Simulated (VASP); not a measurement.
# SiC (P6_3/mmc) in VASP: further runs, part 2 of 2

VASP 6.6.1. Earlier steps stand in the parts before.

### Step 4. Single point, PBE

This run uses another cell than the first one, of 10.56 Å³/atom, 1.064 times its volume.

Input file INCAR:

```
SYSTEM = SiC
ALGO     = Normal         ! electronic algorithm
EDIFF    = 1E-6           ! SCF threshold, eV
ENCUT    = 520            ! plane-wave cutoff, eV
GGA      = PE             ! functional
ISIF     = 2              ! what is computed and relaxed
ISMEAR   = -1             ! smearing method
LASPH    = .TRUE.         ! aspherical terms in the spheres
LCHARG   = .FALSE.        ! write CHGCAR
LREAL    = .FALSE.        ! projectors in reciprocal space
LWAVE    = .FALSE.        ! write WAVECAR
NBANDS   = 16             ! bands
NELM     = 80             ! most SCF steps
PREC     = Accurate       ! precision mode
SIGMA    = 0.02           ! smearing width, eV
```

Input file KPOINTS:

```
k-points
0
G
  9 9 4
  0 0 0
```

Input file POSCAR:

```
SiC
1.0
    3.1648622694      0.0000000000      0.0000000000
   -1.5824311347      2.7408511248      0.0000000000
    0.0000000000      0.0000000000      4.8701421962
Si C
2 2
Direct
    0.3333333333      0.6666666667      0.2500000000
    0.6666666667      0.3333333333      0.7500000000
    0.6666666667      0.3333333333      0.2500000000
    0.3333333333      0.6666666667      0.7500000000
```

Potentials or basis: VASP PAW PBE potentials, release 64 (Si, C).

Run with:

```console
> cat potpaw_PBE.64/Si/POTCAR potpaw_PBE.64/C/POTCAR > POTCAR
> mpirun -np 1 vasp_std > vasp.out
```

OUTCAR:

```text
SYSTEM = SiC
   EDIFF = 1E-6
   ENCUT = 520
   GGA = PE
   ISIF = 2
   ISMEAR = -1
   LASPH = .TRUE.
   LREAL = .FALSE.
   NELM = 80
   PREC = Accurate

 ion  position               nearest neighbor table
   1  0.333  0.667  0.250-   3 1.83   3 1.83   3 1.83   4 2.44   4 2.44   2 3.04   2 3.04   2 3.04
                             2 3.04   2 3.04   2 3.04
   2  0.667  0.333  0.750-   4 1.83   4 1.83   4 1.83   3 2.44   3 2.44   1 3.04   1 3.04   1 3.04
                             1 3.04   1 3.04   1 3.04
   3  0.667  0.333  0.250-   1 1.83   1 1.83   1 1.83   2 2.44   2 2.44
   4  0.333  0.667  0.750-   2 1.83   2 1.83   2 1.83   1 2.44   1 2.44

  LATTYP: Found a hexagonal cell.
 ALAT       =     3.1648622694
 C/A-ratio  =     1.5388164734

  Lattice vectors:

 A1 = (   3.1648622694,   0.0000000000,   0.0000000000)
 A2 = (  -1.5824311347,   2.7408511248,   0.0000000000)
 A3 = (   0.0000000000,   0.0000000000,   4.8701421962)

Analysis of symmetry for initial positions (statically):
=====================================================================
 Subroutine PRICEL returns:
 Original cell was already a primitive cell.

 Routine SETGRP: Setting up the symmetry group for a
 hexagonal supercell.

[... 178 lines left out ...]

 k-point     1 :       0.0000    0.0000    0.0000
  band No.  band energies     occupation
      1      -7.4184      2.00000
      2      -3.7642      2.00000
      3       0.5879      2.00000
      4       5.7341      2.00000
      5       5.7341      2.00000
      6       7.1168      2.00000
[... 433 lines left out ...]
      3       0.6079      2.00000
      4       0.6079      2.00000
      5       1.3070      2.00000
      6       3.1841      2.00000
[... 8 lines left out ...]
     15      18.4105      0.00000
     16      19.6044      0.00000

 [... further k-points ...]

------------------------ aborting loop because EDIFF is reached ----------------------------------------

  FORCE on cell =-STRESS in cart. coord.  units (eV):
  Direction    XX          YY          ZZ          XY          YZ          ZX
  --------------------------------------------------------------------------------------
  -------------------------------------------------------------------------------------
  Total        0.1185416      0.1185416     -0.1790243      0.0000000      0.0000000     -0.0000000
  in kB        4.4957227      4.4957227     -6.7895437      0.0000000      0.0000000     -0.0000000
  external PRESSURE =       0.7339673 kB  Pullay stress =       0.0000000 kB

 VOLUME and BASIS-vectors are now :
 -----------------------------------------------------------------------------
  energy-cutoff  :      520.00
  volume of cell :       42.25
      direct lattice vectors                 reciprocal lattice vectors
     3.164862269  0.000000000  0.000000000     0.315969516  0.182425085  0.000000000
    -1.582431135  2.740851125  0.000000000     0.000000000  0.364850170  0.000000000
     0.000000000  0.000000000  4.870142196     0.000000000  0.000000000  0.205332814

 POSITION                                       TOTAL-FORCE (eV/Angst)
 -----------------------------------------------------------------------------------
     -0.00000      1.82723      1.21754        -0.000000      0.000000     -0.000000
      1.58243      0.91362      3.65261         0.000000      0.000000      0.000000
      1.58243      0.91362      1.21754         0.000000     -0.000000     -0.000000
     -0.00000      1.82723      3.65261        -0.000000      0.000000     -0.000000
 -----------------------------------------------------------------------------------
    total drift:                               -0.000000      0.000000      0.000000

  FREE ENERGIE OF THE ION-ELECTRON SYSTEM (eV)
  ---------------------------------------------------
  free  energy   TOTEN  =       -28.3115067316 eV

  energy  without entropy=      -28.3111613310  energy(sigma->0) =      -28.31133403
```

OSZICAR:

```text
N       E                     dE             d eps       ncg     rms          rms(c)
DAV:   1     0.257961223160E+02    0.25796E+02   -0.69607E+03  1152   0.883E+02
DAV:   2    -0.297315139005E+02   -0.55528E+02   -0.50549E+02  1640   0.157E+02
DAV:   3    -0.322834611024E+02   -0.25519E+01   -0.25357E+01  1472   0.303E+01
DAV:   4    -0.323033829302E+02   -0.19922E-01   -0.19918E-01  1400   0.322E+00
DAV:   5    -0.323035777259E+02   -0.19480E-03   -0.19477E-03  1504   0.305E-01    0.127E+01
DAV:   6    -0.283768249446E+02    0.39268E+01   -0.68544E+00  1416   0.164E+01    0.538E+00
DAV:   7    -0.283321237484E+02    0.44701E-01   -0.10940E+00  1624   0.617E+00    0.246E+00
DAV:   8    -0.283136519697E+02    0.18472E-01   -0.60610E-02  1344   0.156E+00    0.625E-01
DAV:   9    -0.283110429101E+02    0.26091E-02   -0.99400E-03  1448   0.674E-01    0.131E-01
DAV:  10    -0.283114497648E+02   -0.40685E-03   -0.12291E-03  1400   0.210E-01    0.673E-02
DAV:  11    -0.283115064322E+02   -0.56667E-04   -0.10051E-04  1360   0.727E-02    0.126E-02
DAV:  12    -0.283115067316E+02   -0.29937E-06   -0.74098E-06  1528   0.164E-02
   1 F= -.28311507E+02 E0= -.28311334E+02  d E =-.345401E-03
```

stdout:

```text
POSCAR found type information on POSCAR SiC
 POSCAR found :  2 types and       4 ions
 scaLAPACK will be used
 LDA part: xc-table for (Slater+PW92), standard interpolation
 POSCAR, INCAR and KPOINTS ok, starting setup
 FFT: planning ... GRIDC
 FFT: planning ... GRID_SOFT
 FFT: planning ... GRID
 WAVECAR not read
 entering main loop
```

It took 10 s on 1 thread of Intel Xeon Platinum 8488C (Sapphire Rapids), shared host; peak memory 0.15 GiB.

Results:

* Free energy: -28.3115 eV
* Pressure: 0.1 GPa
* Band gap on the k mesh: zero (band 8 reaches 10.38 eV, above the bottom of band 9 at 10.01 eV)

Stress tensor (GPa, compression positive):
```
 0.45  0.00  0.00
 0.00  0.45  0.00
 0.00  0.00 -0.68
```

Levels at points of the mesh, in eV from the Fermi level:
| k point | band 5 | band 6 | band 7 | band 8 | band 9 | band 10 | band 11 | band 12 |
| --- | --- | --- | --- | --- | --- | --- | --- | --- |
| (0.00, 0.00, 0.00) | -4.40 | -3.02 | -3.02 | 0.25 | 1.24 | 3.75 | 3.82 | 3.82 |
| (0.00, 0.00, 0.50) | -3.76 | -3.76 | -3.76 | -3.76 | 2.64 | 2.64 | 4.44 | 4.44 |

### Step 5. Single point, PBE (volume changed by +3%)

Input file INCAR:

```
SYSTEM = SiC
  ALGO = Normal
  EDIFF = 1E-7
  ENCUT = 520
  GGA = PE
  ISIF = 2
  ISMEAR = -1
  LASPH = .True.
  LCHARG = .True.
  LELF = .True.
  LREAL = .False.
  LVHAR = .True.
  LWAVE = .False.
  NBANDS = 16
  NELM = 60
  PREC = Accurate
  SIGMA = 0.02
```

Input file KPOINTS:

```
k-points
0
Gamma
  9 9 4
  0 0 0
```

Input file POSCAR:

```
SiC
1.0
    3.1961995774      0.0000000000      0.0000000000
   -1.5980997887      2.7679900296      0.0000000000
    0.0000000000      0.0000000000      4.9183645620
Si C
2 2
Direct
    0.3333333333      0.6666666667      0.2500000000
    0.6666666667      0.3333333333      0.7500000000
    0.6666666667      0.3333333333      0.2500000000
    0.3333333333      0.6666666667      0.7500000000
```

Run with:

```console
> cat potpaw_PBE.64/Si/POTCAR potpaw_PBE.64/C/POTCAR > POTCAR
> mpirun -np 1 vasp_std > vasp.out
```

Run time: 13 s. Hardware: 1 thread of Intel Xeon Platinum 8488C (Sapphire Rapids), shared host; peak memory 0.15 GiB.

The run converged. Its results:

```
Free energy            : -28.2886 eV
Pressure               : -5.8 GPa
Band gap on the k mesh : zero (band 8 reaches 10.01 eV, above the bottom of band 9 at 9.60 eV)
```

Stress tensor (GPa, compression positive):
```
-7.17  0.00  0.00
 0.00 -7.17  0.00
 0.00  0.00 -3.06
```

Levels at points of the mesh, in eV from the Fermi level:
```csv
k point,band 6,band 7,band 8,band 9,band 10,band 11
"(0.00, 0.00, 0.00)",-2.98,-2.98,0.24,1.00,3.45,3.72
"(0.00, 0.00, 0.50)",-3.71,-3.71,-3.71,2.38,2.38,4.34
```

Caveat: the cell differs from its parent crystal (volume changed by +3%).

### Step 6. Summary

```csv
cell,gap on the mesh (eV),pressure (GPa)
"a = 3.100, b = 3.100, c = 4.771 Å, angles 90.0, 90.0, 120.0°, 4 atoms",none,14.7
"a = 3.133, b = 3.133, c = 4.821 Å, angles 90.0, 90.0, 120.0°, 4 atoms",none,6.9
"a = 3.165, b = 3.165, c = 4.870 Å, angles 90.0, 90.0, 120.0°, 4 atoms",none,0.1
"a = 3.196, b = 3.196, c = 4.918 Å, angles 90.0, 90.0, 120.0°, 4 atoms",none,-5.8
```

Alike in all rows: task single point; level PBE; potentials or basis VASP PAW PBE potentials, release 64 (Si, C); no spin polarisation; k mesh 9 × 9 × 4; cutoff (eV) 520; smearing fermi-dirac 0.02 eV.

Absolute energies hang on the potentials; compare differences alone.
